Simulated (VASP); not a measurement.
Rb, 1 atom in the cell. It takes space group R-3m (No. 166, trigonal). Conventional cell: a = 9.410 Å, b = 9.410 Å, c = 3.457 Å, α = 90.00°, β = 90.00°, γ = 120.00°. Within 4.5 Å of Rb (site symmetry -3m) lie 2 Rb at 3.46 Å.  This cell differs from its parent crystal: ratio of the length along [111] to the lengths across it x 0.6, volume and fractional coordinates fixed.

```yaml
Program: VASP 6.6.1
Task: single point
Functional: PBEsol
Potentials_or_basis: VASP PAW PBE potentials, release 64 (Rb_sv)
Cutoff: 520 eV
k_mesh: 14 × 14 × 14
Occupations: gaussian, width 0.15 eV
Spin: no spin polarisation
Dipole_correction: no
Further_INCAR_settings: ALGO = Fast; EDIFF = 1e-07; NBANDS = 10
```

Potentials or basis: VASP PAW PBE potentials, release 64 (Rb_sv).

The run is started by

```bash
$ cat potpaw_PBE.64/Rb_sv/POTCAR > POTCAR
$ mpirun -np 1 vasp_std > vasp.out
```

Hardware: 1 thread of Intel Xeon 8259CL, on a shared host.

Q: Estimate the wall time of this run.

A: It took 12 min on 1 thread of Intel Xeon 8259CL, on a shared host, peak memory 0.42 GiB. Counts: scf iterations 15, k points 288.
